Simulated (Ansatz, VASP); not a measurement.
**HfC in VASP and in Ansatz**

```
Hf C
1.0
    -0.00004    4.65175    4.65153
     4.65161   -0.00010    4.65160
     4.65186    4.65207   -0.00036
Hf C
8 8
Direct
  0.25671 0.23975 0.24478
  0.25672 0.23974 0.74478
  0.25671 0.73975 0.24478
  0.25672 0.73974 0.74477
  0.75672 0.23974 0.24477
  0.75672 0.23975 0.74478
  0.75672 0.73974 0.24478
  0.75671 0.73975 0.74478
  0.00672 0.98976 0.99477
  0.00673 0.98975 0.49476
  0.00672 0.48975 0.99477
  0.00673 0.48975 0.49476
  0.50673 0.98974 0.99476
  0.50672 0.98975 0.49476
  0.50673 0.48975 0.99476
  0.50672 0.48976 0.49476
```

Change from the starting cell: atoms moved at random (sigma 0.1 Å), then relaxed.

Alike in both runs: functional PBE; k mesh 4 × 4 × 4; occupations gaussian, width 0.05 eV; no spin polarisation.

Ansatz relaxed the structure, and its values are those at the end. VASP's run is a single point on that final structure, the one shown.

|  | VASP | Ansatz |
| --- | --- | --- |
| version | VASP 6.6.1 | Ansatz 0.2.0 |
| potentials or method | VASP PAW PBE potentials, release 64 (Hf_pv, C), cutoff 520 eV | scalar-relativistic, plane waves, PAW |
| valence electrons in the cell | 112 | 240 |

```csv
,VASP,Ansatz,Ansatz less VASP
gap on the k mesh at the Fermi level (eV),none,none,-
pressure (GPa),-0.7,0.0,+0.68
```

A gap of «none» marks a metal or a gap that the smearing closes. VASP's potentials hold 112 valence electrons a cell and Ansatz's 240, so a difference there can come from the potentials and not from the codes.

Spin-orbit coupling is off throughout.
